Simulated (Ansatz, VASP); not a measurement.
**BaO in VASP and in Ansatz**

```
CELL_PARAMETERS angstrom
0.00000 2.77187 2.77187
2.77187 0.00000 2.77187
2.77187 2.77187 0.00000
ATOMIC_POSITIONS crystal
Ba 0.00000 0.00000 0.00000
O 0.50000 0.50000 0.50000
```

Alike in both runs: task single point; functional HSE06; k mesh 4 × 4 × 4; no spin polarisation.

|  | VASP | Ansatz |
| --- | --- | --- |
| version | VASP 6.6.1 | Ansatz 0.2.0 |
| potentials or method | VASP PAW PBE potentials, release 64 (Ba_sv, O) | plane waves, PAW |
| plane-wave cutoff (eV) | 520 | 420 |
| occupations | gaussian, width 0.01 eV | fixed |
| valence electrons in the cell | 16 | 16 |

Ansatz gave:

* gap on the k mesh at the Fermi level (eV): 3.32
* pressure (GPa): -0.5

Question: Estimate VASP's values.

Answer: gap on the k mesh at the Fermi level (eV): 3.25; pressure (GPa): 1.1.

Ansatz's warnings: stress exchange threshold loose, stress scf threshold loose.

The k mesh is coarse, so the values compare programs but aren't converged. Neither program's run includes spin-orbit coupling.
